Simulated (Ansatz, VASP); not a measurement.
Two plane-wave programs on Ta

INCAR

```
SYSTEM = Ta
  ALGO = Normal
  EDIFF = 1E-6
  ENCUT = 520
  GGA = PE
  ISIF = 2
  ISMEAR = 1
  LASPH = .TRUE.
  LCHARG = .FALSE.
  LREAL = .FALSE.
  LWAVE = .FALSE.
  NBANDS = 12
  NELM = 100
  PREC = Accurate
  SIGMA = 0.6
```

Contents of KPOINTS:

```
k-points
0
G
  13 13 13
  0 0 0
```

File POSCAR:

```
Ta
1.0
   -1.6607181506      1.6607181506      1.6607181506
    1.6607181506     -1.6607181506      1.6607181506
    1.6607181506      1.6607181506     -1.6607181506
Ta
1
Direct
    0.0000000000      0.0000000000      0.0000000000
```

Input for Ansatz:

```yaml
crystal:
  lattice:
    - [-1.6607181506, 1.6607181506, 1.6607181506]
    - [1.6607181506, -1.6607181506, 1.6607181506]
    - [1.6607181506, 1.6607181506, -1.6607181506]
  atoms:
    - { symbol: Ta, position: [0.0, 0.0, 0.0] }
hamiltonian:
  xc: pbe
  pseudopotentials:
    kind: paw
    azcp:
      Ta: "pseudopotentials/Ta.paw.azcp"
basis:
  ecutwfc: 420
  fft_grid_basis: typed
kpoints:
  mp_grid: { grid: [13, 13, 13], shift: [0, 0, 0] }
magnetization:
  spin_polarized: false
scf:
  occupations: { method: cold, width: 0.6 }
  lower_state_search: "off"
output:
  stress: true
```

Alike in both runs: task single point; functional PBE; k mesh 13 × 13 × 13; no spin polarisation.

|  | VASP | Ansatz |
| --- | --- | --- |
| version | VASP 6.6.1 | Ansatz 0.2.0 |
| potentials or method | VASP PAW PBE potentials, release 64 (Ta_pv), cutoff 520 eV | plane waves (420 eV) with PAW, scalar-relativistic |
| occupations | methfessel-paxton of order 1, width 0.6 eV | cold, width 0.6 eV |
| valence electrons in the cell | 11 | 13 |

VASP gave:

| Quantity | Value |
| --- | --- |
| pressure (GPa) | -0.3 |

**Question.** Which values does Ansatz return?

**Answer.** Pressure (GPa): -0.7.

VASP's potentials hold 11 valence electrons a cell and Ansatz's 13, so a difference there can come from the potentials and not from the codes.

Neither program's run includes spin-orbit coupling.
